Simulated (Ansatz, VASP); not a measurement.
Two plane-wave programs on BaTiO3

```
Ba Ti O
1.0
     2.85905    1.65067    2.34701
    -2.85905    1.65067    2.34701
     0.00000   -3.30134    2.34701
Ba Ti O
1 1 3
Direct
  0.99559 0.99559 0.99559
  0.48098 0.48098 0.48098
  0.51031 0.51031 0.02203
  0.02203 0.51031 0.51031
  0.51031 0.02203 0.51031
```

Alike in both runs: functional r2SCAN; k mesh 8 × 8 × 8; occupations fermi-dirac, width 0.02 eV; no spin polarisation.

Ansatz relaxed the structure, and its values are those at the end. VASP's run is a single point on that final structure, the one shown.

|  | VASP | Ansatz |
| --- | --- | --- |
| version | VASP 6.6.1 | Ansatz 0.2.0 |
| potentials or method | VASP PAW PBE potentials, release 64 (Ba_sv, Ti_sv, O), cutoff 520 eV | PAW plane waves |
| valence electrons in the cell | 40 | 40 |

|  | VASP | Ansatz | Ansatz less VASP |
| --- | --- | --- | --- |
| gap on the k mesh at the Fermi level (eV) | 2.96 | 2.99 | +0.021 |
| pressure (GPa) | -0.4 | -2.2 | -1.77 |
| rms of the force components (eV/Å) | 0.067 | 0.001 | -0.0660 |

VASP's potentials were made for PBE, not for r2SCAN. Ansatz's warnings: stress scf threshold loose.

Spin-orbit coupling is off throughout.
